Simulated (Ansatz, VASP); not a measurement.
**BN: VASP beside Ansatz**

Contents of INCAR:

```
SYSTEM = BN
  PREC = Accurate
  ENCUT = 520
  EDIFF = 1E-6
  ISMEAR = 0
  SIGMA = 0.05
  LREAL = .FALSE.
  LASPH = .TRUE.
  NELM = 80
  ALGO = Normal
  ISIF = 2
  LWAVE = .FALSE.
  LCHARG = .FALSE.
  GGA = PE
  NBANDS = 26
```

Contents of KPOINTS:

```
Automatic mesh
0
G
  6 6 10
  0 0 0
```

The input POSCAR:

```
BN
1.0
    4.3563000000      0.0000000000      0.0000000000
    0.0000000000      4.3563000000      0.0000000000
    0.0000000000      0.0000000000      2.3962000000
B N
4 4
Direct
    0.1742811368      0.8257188632      0.5000000000
    0.3257188632      0.3257188632      0.0000000000
    0.6742811368      0.6742811368      0.0000000000
    0.8257188632      0.1742811368      0.5000000000
    0.8126115048      0.8126115048      0.5000000000
    0.3126115048      0.6873884952      0.0000000000
    0.6873884952      0.3126115048      0.0000000000
    0.1873884952      0.1873884952      0.5000000000
```

Input for Ansatz:

```yaml
crystal:
  lattice:
    - [4.3563, 0.0, 0.0]
    - [0.0, 4.3563, 0.0]
    - [0.0, 0.0, 2.3962]
  atoms:
    - { symbol: B, position: [0.1742811368, 0.8257188632, 0.5] }
    - { symbol: B, position: [0.3257188632, 0.3257188632, 0.0] }
    - { symbol: B, position: [0.6742811368, 0.6742811368, 0.0] }
    - { symbol: B, position: [0.8257188632, 0.1742811368, 0.5] }
    - { symbol: "N", position: [0.8126115048, 0.8126115048, 0.5] }
    - { symbol: "N", position: [0.3126115048, 0.6873884952, 0.0] }
    - { symbol: "N", position: [0.6873884952, 0.3126115048, 0.0] }
    - { symbol: "N", position: [0.1873884952, 0.1873884952, 0.5] }
basis:
  ecutwfc: 520.0
kpoints:
  mp_grid: { grid: [6, 6, 10] }
hamiltonian:
  xc: pbe
  pseudopotentials: { kind: paw, azcp: { folder: soft_1 } }
scf:
  occupations: { method: gaussian, width: 0.05 }
output:
  forces: true
  stress: true
  eigenvalues: true
```

Alike in both runs: task single point; functional PBE; k mesh 6 × 6 × 10; occupations gaussian, width 0.05 eV; no spin polarisation.

|  | VASP | Ansatz |
| --- | --- | --- |
| version | VASP 6.6.1 | Ansatz 0.2.0 |
| potentials or method | VASP PAW PBE potentials, release 64 (B, N), cutoff 520 eV | scalar-relativistic, plane waves, PAW |
| valence electrons in the cell | 32 | 32 |

|  | VASP | Ansatz | Ansatz less VASP |
| --- | --- | --- | --- |
| gap on the k mesh at the Fermi level (eV) | 4.78 | 4.80 | +0.016 |
| least direct gap on the mesh (eV) | 6.06 | 6.08 | +0.017 |
| rms of the force components (eV/Å) | 0.258 | 0.253 | -0.0048 |

Atom by atom the forces differ by 0.005 eV/Å (rms over components).
